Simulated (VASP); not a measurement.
# Al (P6_3/mmc) in VASP: a series of runs

Aim: see how the results for Al move with the level of theory and the settings. Levels: PBE+D3(BJ), PBE. Tasks: single point.

Everything below comes from runs of VASP 6.6.1. Logs are shortened: lines on timing, memory, paths and dates and some standing lists are left out, and cuts for length are marked.

## (1) The cell of the first run

The structure is hexagonal, space group P6_3/mmc (No. 194). Conventional cell: a = 2.812 Å, b = 2.812 Å, c = 4.867 Å, α = 90.00°, β = 90.00°, γ = 120.00°. Within 3.7 Å of Al (site symmetry -6m2) lie 12 Al at 2.81 to 2.93 Å.

## (2) Single point, PBE+D3(BJ)

The input, INCAR:

```
SYSTEM = Al
PREC     = Accurate       ! precision mode
ENCUT    = 500            ! plane-wave cutoff, eV
EDIFF    = 1E-6           ! SCF threshold, eV
ISMEAR   = -4             ! smearing method
SIGMA    = 0.1            ! smearing width, eV
LREAL    = .FALSE.        ! projectors in reciprocal space
LASPH    = .TRUE.         ! aspherical terms in the spheres
NELM     = 120            ! most SCF steps
ALGO     = Normal         ! electronic algorithm
ISIF     = 2              ! what is computed and relaxed
LWAVE    = .FALSE.        ! write WAVECAR
LCHARG   = .FALSE.        ! write CHGCAR
GGA      = PE             ! functional
IVDW     = 12             ! dispersion correction
NBANDS   = 10             ! bands
GGA_COMPAT= .FALSE.
```

The input, KPOINTS:

```
Automatic mesh
0
G
  9 9 6
  0 0 0
```

The input, POSCAR:

```
Al
1.0
    2.8124553515      0.0000000000      0.0000000000
   -1.4062276757      2.4356577814      0.0000000000
    0.0000000000      0.0000000000      4.8668500000
Al
2
Direct
    0.7786666667      1.3103333333      0.8650000000
    0.4453333333      1.6436666667      0.3650000000
```

Potentials or basis: VASP PAW PBE potentials, release 64 (Al).

Launch:

```bash
> cat potpaw_PBE.64/Al/POTCAR > POTCAR
> mpirun -np 1 vasp_std > vasp.out
```

OUTCAR:

```text
SYSTEM = Al
   PREC = Accurate
   ENCUT = 500
   EDIFF = 1E-6
   ISMEAR = -4
   LREAL = .FALSE.
   LASPH = .TRUE.
   NELM = 120
   ISIF = 2
   GGA = PE
   IVDW = 12
 IVDW          = 12

 ion  position               nearest neighbor table
   1  0.779  0.310  0.865-   2 2.93   2 2.93   2 2.93   2 2.93   2 2.93   2 2.93
   2  0.445  0.644  0.365-   1 2.93   1 2.93   1 2.93   1 2.93   1 2.93   1 2.93

  LATTYP: Found a hexagonal cell.
 ALAT       =     2.8124553515
 C/A-ratio  =     1.7304630267

  Lattice vectors:

 A1 = (   2.8124553515,   0.0000000000,   0.0000000000)
 A2 = (  -1.4062276757,   2.4356577814,   0.0000000000)
 A3 = (   0.0000000000,   0.0000000000,   4.8668500000)

Analysis of symmetry for initial positions (statically):
=====================================================================
 Subroutine PRICEL returns:
 Original cell was already a primitive cell.

 Routine SETGRP: Setting up the symmetry group for a
 hexagonal supercell.

 Subroutine GETGRP returns: Found 24 space group operations
 (whereof  1 operations were pure point group operations)
 out of a pool of 24 trial point group operations.

The static configuration has the point symmetry C_1 .
 The point group associated with its full space group is D_6h.

Analysis of symmetry for dynamics (positions and initial velocities):
=====================================================================
 Subroutine PRICEL returns:
 Original cell was already a primitive cell.

 Routine SETGRP: Setting up the symmetry group for a
 hexagonal supercell.

 Subroutine GETGRP returns: Found 24 space group operations
 (whereof  1 operations were pure point group operations)
 out of a pool of 24 trial point group operations.

The dynamic configuration has the point symmetry C_1 .
 The point group associated with its full space group is D_6h.

 Subroutine INISYM returns: Found 24 space group operations
 (whereof  1 operations are pure point group operations),
 and found     1 'primitive' translations

----------------------------------------------------------------------------------------

                                     Primitive cell

  volume of cell :      33.3388

  direct lattice vectors                    reciprocal lattice vectors
     2.812455352  0.000000000  0.000000000     0.355561200  0.205283355  0.000000000
    -1.406227676  2.435657781  0.000000000     0.000000000  0.410566709  0.000000000
     0.000000000  0.000000000  4.866850000     0.000000000  0.000000000  0.205471712

  length of vectors
     2.812455352  2.812455351  4.866850000     0.410566709  0.410566709  0.205471712

  position of ions in fractional coordinates (direct lattice)
     0.778666667  0.310333333  0.865000000
     0.445333333  0.643666667  0.365000000

  ion indices of the primitive-cell ions
   primitive index   ion index
                 1           1
                 2           2

----------------------------------------------------------------------------------------

 KPOINTS: Automatic mesh

Automatic generation of k-mesh.
 Grid dimensions read from file:
 generate k-points for:    9    9    6

 Generating k-lattice:

  Cartesian coordinates                     Fractional coordinates (reciprocal lattice)
     0.039506800  0.022809262  0.000000000     0.111111111  0.000000000  0.000000000
     0.000000000  0.045618523  0.000000000     0.000000000  0.111111111  0.000000000
     0.000000000  0.000000000  0.034245285     0.000000000  0.000000000  0.166666667

  Length of vectors
     0.045618523  0.045618523  0.034245285

  Shift w.r.t. Gamma in fractional coordinates (k-lattice)
     0.000000000  0.000000000  0.000000000

 TETIRR: Found    492 inequivalent tetrahedra from     2916

 Subroutine IBZKPT returns following result:
 ===========================================

 Found     48 irreducible k-points:

 Following reciprocal coordinates:
            Coordinates               Weight
  0.000000  0.000000  0.000000      1.000000
  0.111111  0.000000  0.000000      6.000000
  0.222222  0.000000  0.000000      6.000000
  0.333333  0.000000  0.000000      6.000000
  0.444444  0.000000  0.000000      6.000000
  0.111111  0.111111  0.000000      6.000000
[... 16 lines left out ...]
  0.333333  0.222222  0.166667     24.000000
  0.333333  0.333333  0.166667      4.000000
 [... further k-points ...]
   k-points           NKPTS =     48   k-points in BZ     NKDIM =     48   number of bands    NBANDS=     10
   number of dos      NEDOS =    301   number of ions     NIONS =      2
   total plane-waves  NPLWV =  20736
   dimension x,y,z NGX =    24 NGY =   24 NGZ =   36
   dimension x,y,z NGXF=    48 NGYF=   48 NGZF=   72
   ions per type =               2
   NGX,Y,Z   is equivalent  to a cutoff of  14.19, 14.19, 12.30 a.u.
   NGXF,Y,Z  is equivalent  to a cutoff of  28.37, 28.37, 24.59 a.u.
 SYSTEM =  Al
   PREC   = accura    normal or accurate (medium, high low for compatibility)
   ISTART =      0    job   : 0-new  1-cont  2-samecut
   ICHARG =      2    charge: 1-file 2-atom 10-const
   ISPIN  =      1    spin polarized calculation?
   LNONCOLLINEAR =      F non collinear calculations
   LSORBIT =      F    spin-orbit coupling
   LASPH  =      T    aspherical Exc in radial PAW
   ENCUT  =  500.0 eV  36.75 Ry    6.06 a.u.   5.13  5.13  8.87*2*pi/ulx,y,z
   NELM   =    120;   NELMIN=  2; NELMDL= -5     # of ELM steps
   EDIFF  = 0.1E-05   stopping-criterion for ELM
   LREAL  =      F    real-space projection
[... 7 lines left out ...]
   TEBEG  =    0.0;   TEEND  =   0.0 temperature during run
   PSTRESS=    0.0 pullay stress
   NELECT =       6.0000    total number of electrons
   NUPDOWN=      -1.0000    fix difference up-down
   EMIN   =  10.00;   EMAX   =-10.00  energy-range for DOS
   EFERMI =   0.00;   METHOD = LEGACY
   ISMEAR =    -4;   SIGMA  =   0.10  broadening in eV -4-tet -1-fermi 0-gaus
   EFERMI_NEDOS =   21; number of points for ismear=-14 and -15
   IALGO  =     38    algorithm
   IMIX   =      4    mixing-type and parameters
     AMIX     =   0.40;   BMIX     =  1.00
     AMIX_MAG =   1.60;   BMIX_MAG =  1.00
  volume/ion in A,a.u.               =      16.67       112.49
  Fermi-wavevector in a.u.,A,eV,Ry     =   0.924291  1.746656 11.623640  0.854313
  Thomas-Fermi vector in A             =   2.050021
   LORBIT       =      0    0 simple, 1 ext, 2 COOP (PROOUT), +10 PAW based schemes
   GGA     = PE    functional components
   LHFCALC =     F    Hartree Fock is set to
   AEXX    =    0.0000 exact exchange contribution
   IVDW    =    12    specifies the selected vdW correction
   LEPSILON=     F    determine dielectric tensor
   LRPA    =     F    only Hartree local field effects (RPA)
 non-spin polarized calculation
 Fermi weights with tetrahedron method witout Bloechl corrections
  energy-cutoff  :      500.00
  volume of cell :       33.34
 maximum number of plane-waves:       859
 NGX is ok and might be reduce to    24
   NGX = 11   NGY = 11   NGZ = 17

 number of electron       6.0000000 magnetization

 Free energy of the ion-electron system (eV)
  ---------------------------------------------------
  ext. energy  EPLUGINS =         0.00000000
  ---------------------------------------------------
  free energy    TOTEN  =        -7.12063830 eV

  energy without entropy =       -7.12063830  energy(sigma->0) =       -7.12063830

 E-fermi :   7.9131     XC(G=0): -10.1599

 val. band max:        8.7009364751   @ k =   0.4444   0.1111   0.0000
 cond. band min:       7.1557406938   @ k =   0.3333   0.3333   0.5000
 fundamental gap:     -1.5451957813
 Fermi energy:         7.9131428234

 k-point     1 :       0.0000    0.0000    0.0000
  band No.  band energies     occupation
      1      -3.1754      2.00000
      2       2.8276      2.00000
      3       3.0620      2.00000
      4      19.0460      0.00000
      5      19.3258      0.00000
      6      19.3258      0.00000
      7      19.5518      0.00000
      8      19.5518      0.00000
      9      20.2697      0.00000
     10      22.6061      0.00000

 k-point     2 :       0.1111    0.0000    0.0000
  band No.  band energies     occupation
      1      -2.8677      2.00000
      2       3.1290      2.00000
      3       3.3496      2.00000
      4      15.4706      0.00000
      5      17.3372      0.00000
      6      18.3919      0.00000
      7      19.7816      0.00000
      8      20.3394      0.00000
      9      21.3906      0.00000
     10      21.5378      0.00000

 k-point     3 :       0.2222    0.0000    0.0000
  band No.  band energies     occupation
      1      -1.9486      2.00000
      2       4.0197      2.00000
      3       4.2126      2.00000
      4      11.3527      0.00002
      5      15.7672      0.00000
      6      16.2238      0.00000
      7      17.1549      0.00000
      8      17.6569      0.00000
      9      20.6570      0.00000
     10      21.0297      0.00000

 k-point     4 :       0.3333    0.0000    0.0000
  band No.  band energies     occupation
      1      -0.4305      2.00000
      2       5.4021      2.00000
      3       5.6487      2.00000
      4       7.7370      0.51395
      5      13.1195      0.00000
      6      13.4835      0.00000
      7      14.7234      0.00000
      8      16.3698      0.00000
      9      19.7397      0.00000
     10      20.4409      0.00000

 k-point     5 :       0.4444    0.0000    0.0000
  band No.  band energies     occupation
      1       1.6642      2.00000
      2       4.2806      2.00000
      3       7.6295      1.90627
      4       7.6473      1.15355
      5      10.2233      0.00000
      6      10.3616      0.00000
      7      14.2027      0.00000
      8      15.7562      0.00000
      9      19.2817      0.00000
     10      19.8552      0.00000

 k-point     6 :       0.1111    0.1111    0.0000
  band No.  band energies     occupation
      1      -2.2543      2.00000
      2       3.7255      2.00000
      3       3.9250      2.00000
      4      13.4830      0.00000
      5      13.6406      0.00000
      6      18.5954      0.00000
      7      18.8187      0.00000
      8      18.8619      0.00000
      9      20.1745      0.00000
     10      20.1906      0.00000
[... 183 lines left out ...]
 k-point    21 :       0.4444    0.1111    0.1667
  band No.  band energies     occupation
      1       3.2522      2.00000
      2       3.3432      2.00000
      3       7.2635      1.96612
      4       7.3155      1.41566
      5      10.6125      0.00000
      6      11.2092      0.00000
      7      12.0301      0.00000
      8      15.2237      0.00000
      9      18.7783      0.00000
     10      18.9111      0.00000

 k-point    22 :       0.2222    0.2222    0.1667
  band No.  band energies     occupation
      1       0.6411      2.00000
      2       4.6084      2.00000
      3       8.0740      1.67911
      4       8.5390      0.04913
      5       9.1687      0.00000
      6      12.5228      0.00000
      7      12.7110      0.00000
      8      16.2751      0.00000
      9      16.5978      0.00000
     10      20.2399      0.00000

 k-point    23 :       0.3333    0.2222    0.1667
  band No.  band energies     occupation
      1       2.7171      2.00000
      2       5.2631      2.00000
      3       6.7135      1.97841
      4       7.9863      0.52204
      5       9.2870      0.00000
      6      10.7950      0.00000
      7      12.0896      0.00000
      8      13.5616      0.00000
      9      15.8968      0.00000
     10      21.9252      0.00000

 k-point    24 :       0.3333    0.3333    0.1667
  band No.  band energies     occupation
      1       4.9799      2.00000
      2       4.9799      2.00000
      3       5.1346      2.00000
      4       8.8802      0.08405
      5       9.1688      0.00001
      6       9.1688      0.00000
      7      13.1323      0.00000
      8      13.1323      0.00000
      9      13.3032      0.00000
     10      23.9813      0.00000

 [... further k-points ...]

------------------------ aborting loop because EDIFF is reached ----------------------------------------

 Edisp (eV)   -0.66567

 E8    (eV) :    -0.2977

  FORCE on cell =-STRESS in cart. coord.  units (eV):
  Direction    XX          YY          ZZ          XY          YZ          ZX
  --------------------------------------------------------------------------------------
  -------------------------------------------------------------------------------------
  Total      -0.75501    -0.75501    -0.55220    -0.00000     0.00000    -0.00000
  in kB     -36.28401   -36.28401   -26.53754    -0.00000     0.00000    -0.00000
  external pressure =      -33.04 kB  Pullay stress =        0.00 kB

 VOLUME and BASIS-vectors are now :
 -----------------------------------------------------------------------------
  energy-cutoff  :      500.00
  volume of cell :       33.34
      direct lattice vectors                 reciprocal lattice vectors
     2.812455352  0.000000000  0.000000000     0.355561200  0.205283355  0.000000000
    -1.406227676  2.435657781  0.000000000     0.000000000  0.410566709  0.000000000
     0.000000000  0.000000000  4.866850000     0.000000000  0.000000000  0.205471712

 POSITION                                       TOTAL-FORCE (eV/Angst)
 -----------------------------------------------------------------------------------
      1.75357      0.75587      4.20983         0.000000     -0.000000      0.000000
      0.34734      1.56775      1.77640        -0.000000      0.000000      0.000000
 -----------------------------------------------------------------------------------
    total drift:                                0.000000      0.000000     -0.000013

  FREE ENERGIE OF THE ION-ELECTRON SYSTEM (eV)
  ---------------------------------------------------
  free  energy   TOTEN  =        -7.7863054844 eV

  energy  without entropy=       -7.7863054844  energy(sigma->0) =       -7.78630548
```

Wall time 16 s (1 thread of AMD EPYC 7R13, shared host); peak memory 0.13 GiB.

Results:

```
Free energy                : -7.7863 eV
Pressure                   : -3.3 GPa
Band gap on the k mesh     : zero (band 3 reaches 11.21 eV, above the bottom of band 4 at 5.03 eV)
Dispersion energy per atom : -0.333 eV
```

Levels at points of the mesh, in eV from the Fermi level:
| k point | band 1 | band 2 | band 3 | band 4 | band 5 | band 6 | band 7 |
| --- | --- | --- | --- | --- | --- | --- | --- |
| (0.00, 0.00, 0.00) | -11.09 | -5.09 | -4.85 | 11.13 | 11.41 | 11.41 | 11.64 |
| (0.00, 0.00, 0.50) | -9.54 | -9.54 | 2.36 | 2.36 | 12.46 | 12.46 | 12.46 |

Caveat: pairwise dispersion overbinds metals, which lowers pressure and volume.

## (3) Single point, PBE

The input, INCAR:

```
SYSTEM = Al
PREC = Accurate ; ENCUT = 500
EDIFF = 1E-6 ; ISMEAR = 1
SIGMA = 0.27211386245988 ; LREAL = .False.
LASPH = .True. ; NELM = 120
ALGO = Normal ; ISIF = 2
LWAVE = .False. ; LCHARG = .True.
GGA = PE ; LELF = .True.
LVHAR = .True. ; NBANDS = 10
GGA_COMPAT = .False.
```

The input, KPOINTS:

```
regular mesh
0
Gamma
  9 9 6
  0 0 0
```

The input, POSCAR:

```
Al
1.0
    2.8124553515      0.0000000000      0.0000000000
   -1.4062276757      2.4356577814      0.0000000000
    0.0000000000      0.0000000000      4.8668500000
Al
2
Direct
    0.6666666667      0.3333333333      0.7500000000
    0.3333333333      0.6666666667      0.2500000000
```

Potentials or basis: VASP PAW PBE potentials, release 64 (Al).

Launch:

```bash
> cat potpaw_PBE.64/Al/POTCAR > POTCAR
> mpirun -np 1 vasp_std > vasp.out
```

Wall time 16 s (1 thread of AMD EPYC 7R13, shared host); peak memory 0.12 GiB.

The run converged. Its results:

| Property | Result |
| --- | --- |
| Free energy | -7.4237 eV |
| Pressure | 0.1 GPa |
| Band gap on the k mesh | zero (band 3 reaches 11.21 eV, above the bottom of band 4 at 5.03 eV) |

Stress tensor (GPa, compression positive):
```
 0.65  0.00  0.00
 0.00  0.65  0.00
 0.00  0.00 -1.14
```

Levels at points of the mesh, in eV from the Fermi level:
```
           k point  band 1  band 2  band 3  band 4  band 5  band 6  band 7  band 8
(0.00, 0.00, 0.00)  -11.05   -5.04   -4.81   11.18   11.46   11.46   11.68   11.68
(0.00, 0.00, 0.50)   -9.49   -9.49    2.41    2.41   12.50   12.50   12.50   12.50
```

## (4) Single point, PBE

The input, INCAR:

```
SYSTEM = Al
PREC = Accurate
ENCUT = 500
EDIFF = 1E-6
ISMEAR = 0
SIGMA = 0.18
LREAL = .FALSE.
LASPH = .TRUE.
NELM = 120
ALGO = Normal
ISIF = 2
LWAVE = .FALSE.
LCHARG = .FALSE.
GGA = PE
NBANDS = 10
GGA_COMPAT = .FALSE.
```

The input, KPOINTS:

```
Automatic mesh
0
G
  9 9 6
  0 0 0
```

POSCAR is that of step 3.

Launch:

```bash
> cat potpaw_PBE.64/Al/POTCAR > POTCAR
> mpirun -np 1 vasp_std > vasp.out
```

Wall time 15 s (1 thread of AMD EPYC 7R13, shared host); peak memory 0.12 GiB.

It converged, with:

- Free energy: -7.4303 eV
- Pressure: 0.1 GPa
- Band gap on the k mesh: zero (band 3 reaches 11.21 eV, above the bottom of band 4 at 5.03 eV)

Stress tensor (GPa, compression positive):
```
 0.67  0.00  0.00
 0.00  0.67  0.00
 0.00  0.00 -1.07
```

Levels at points of the mesh, in eV from the Fermi level:
| k point | band 1 | band 2 | band 3 | band 4 | band 5 | band 6 | band 7 |
| --- | --- | --- | --- | --- | --- | --- | --- |
| (0.00, 0.00, 0.00) | -11.05 | -5.05 | -4.81 | 11.17 | 11.45 | 11.45 | 11.68 |
| (0.00, 0.00, 0.50) | -9.50 | -9.50 | 2.40 | 2.40 | 12.49 | 12.49 | 12.49 |

## (5) The runs side by side

| level | smearing | gap on the mesh (eV) | pressure (GPa) |
| --- | --- | --- | --- |
| PBE+D3(BJ) | tetrahedron | none | -3.3 |
| PBE | methfessel-paxton 0.272114 eV | none | 0.1 |
| PBE | gaussian 0.18 eV | none | 0.1 |

Alike in all rows: task single point; potentials or basis VASP PAW PBE potentials, release 64 (Al); no spin polarisation; cell as given; k mesh 9 × 9 × 6; cutoff (eV) 500.

Every run on the cell as given and a fine mesh finds a metal. The pressure there spans -3.3 GPa (PBE+D3(BJ)) to 0.1 GPa (PBE); a positive pressure means that this level wants a larger cell, a negative one a smaller.

Caveats: pairwise dispersion overbinds metals, which lowers pressure and volume (some runs).

Absolute energies hang on the potentials; compare differences alone.
